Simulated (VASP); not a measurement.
Wanted: the native input for a VASP 6.6.1 run.

* Task: relaxation of cell and atoms
* Functional: r2SCAN
* Potentials or basis: VASP PAW PBE potentials, release 64 (Hf_pv, O)
* Cutoff: 600 eV
* k mesh: 8 × 8 × 8
* Occupations: fermi-dirac, width 0.02 eV
* Spin: no spin polarisation
* Dipole correction: no
* Further INCAR settings: ALGO = Normal; EDIFF = 1e-06; IBRION = 2; EDIFFG = -0.005; NSW = 80; ISIF = 3

HfO2:

```
Hf O
1.0
     0.00000    2.54881    2.54881
     2.54881    0.00000    2.54881
     2.54881    2.54881    0.00000
Hf O
1 2
Direct
  0.00000 0.00000 0.00000
  0.25000 0.25000 0.25000
  0.75000 0.75000 0.75000
```

One way to write it, as run:

POSCAR

```
HfO2
1.0
    0.0000000000      2.5488060284      2.5488060284
    2.5488060284      0.0000000000      2.5488060284
    2.5488060284      2.5488060284      0.0000000000
Hf O
1 2
Direct
    0.0000000000      0.0000000000      0.0000000000
    0.2500000000      0.2500000000      0.2500000000
    0.7500000000      0.7500000000      0.7500000000
```

INCAR.step1

```
ALGO     = Normal         # electronic algorithm
EDIFF    = 1E-4           # SCF threshold, eV
ENCUT    = 600            # plane-wave cutoff, eV
GGA      = PE             # functional
ISMEAR   = -1             # smearing method
LASPH    = True           # aspherical terms in the spheres
LCHARG   = False          # write CHGCAR
LREAL    = False          # projectors in reciprocal space
LWAVE    = True           # write WAVECAR
NELM     = 80             # most SCF steps
PREC     = Accurate       # precision mode
SIGMA    = 0.02           # smearing width, eV
```

INCAR.step2

```
ALGO     = Normal         # electronic algorithm
EDIFF    = 1E-6           # SCF threshold, eV
EDIFFG   = -0.005         # ionic threshold
ENCUT    = 600            # plane-wave cutoff, eV
IBRION   = 2              # ionic algorithm
ISIF     = 3              # what is computed and relaxed
ISMEAR   = -1             # smearing method
ISTART   = 1            
LASPH    = True           # aspherical terms in the spheres
LCHARG   = False          # write CHGCAR
LMIXTAU  = True         
LREAL    = False          # projectors in reciprocal space
LWAVE    = False          # write WAVECAR
METAGGA  = R2SCAN         # meta-GGA
NELM     = 80             # most SCF steps
NSW      = 80             # ionic steps
PREC     = Accurate       # precision mode
SIGMA    = 0.02           # smearing width, eV
```

KPOINTS

```
k-points
0
Gamma
  8 8 8
```

Potentials or basis: VASP PAW PBE potentials, release 64 (Hf_pv, O).

Run with:

```sh
$ cat potpaw_PBE.64/Hf_pv/POTCAR potpaw_PBE.64/O/POTCAR > POTCAR
$ cp INCAR.step1 INCAR
$ mpirun -np 1 vasp_std > vasp.out
$ cp INCAR.step2 INCAR
$ mpirun -np 1 vasp_std > vasp.out
```

It gave:

```
Relaxed volume                         : 10.62 Å³/atom
Relaxed cell                           : a = 3.558 Å, b = 3.558 Å, c = 3.558 Å, α = 60.00°, β = 60.00°, γ = 60.00°
Space group after relaxing (to 0.05 Å) : Fm-3m (No. 225)
Energy gained by relaxing              : 13.5 meV/atom
Ionic steps                            : 4
Pressure after relaxing                : 0.0 GPa
Band gap on the k mesh                 : 4.36 eV, direct
```

Caveat: the PAW data sets were made with another functional, which shifts forces and pressure a little; spin-orbit coupling is left out, which moves the levels of the heavy elements.

Wall time 2.7 min on 1 thread of Intel(R) Xeon(R) 6975P-C (Granite Rapids), with other jobs on the host, peak memory 0.19 GiB.
